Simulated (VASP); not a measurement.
A run of VASP 6.6.1 is set up as follows.

INCAR

```
SYSTEM = Ta4O
PREC = Accurate
ENCUT = 520
EDIFF = 1E-7
ISMEAR = 0
SIGMA = 0.1
LREAL = .False.
LASPH = .True.
NELM = 60
ALGO = Normal
ISIF = 2
LWAVE = .False.
LCHARG = .False.
GGA = PE
NBANDS = 33
```

KPOINTS

```
Automatic mesh
0
Gamma
  4 4 4
  0 0 0
```

File POSCAR:

```
Ta4O
1.0
    4.7240804300      0.0000000000      0.0000000000
    0.0000000000      4.7240804300      0.0000000000
    0.0000000000      0.0000000000      3.7925695000
Ta O
4 1
Direct
    0.3004995100      0.0000000000      0.6386128800
    0.6995004900      0.0000000000      0.6386128800
    0.0000000000      0.3004995100      0.6386128800
    0.0000000000      0.6995004900      0.6386128800
    0.5000000000      0.5000000000      0.2875764100
```

Potentials or basis: VASP PAW PBE potentials, release 64 (Ta_pv, O).

Command:

```bash
$ cat potpaw_PBE.64/Ta_pv/POTCAR potpaw_PBE.64/O/POTCAR > POTCAR
$ mpirun -np 1 vasp_std > vasp.out
```

Problem. Predict the pressure.

Solution. 130.1 GPa.

Problem. Estimate the band gap on the k mesh.

Solution. Zero (band 25 reaches 4.71 eV, above the bottom of band 26 at 3.85 eV).

Forces in eV/Å, atoms in the order of the input:
```
Ta   1.836  0.000 -0.336
Ta  -1.836  0.000 -0.336
Ta   0.000  1.836 -0.336
Ta   0.000 -1.836 -0.336
O    0.000  0.000  1.345
```

Caveat: the k points lie up to 0.41 Å⁻¹ apart; spin-orbit coupling is left out, which moves the levels of the heavy elements; forces of over 1 eV/Å act on the atoms, so gaps and moduli don't describe the material at rest.
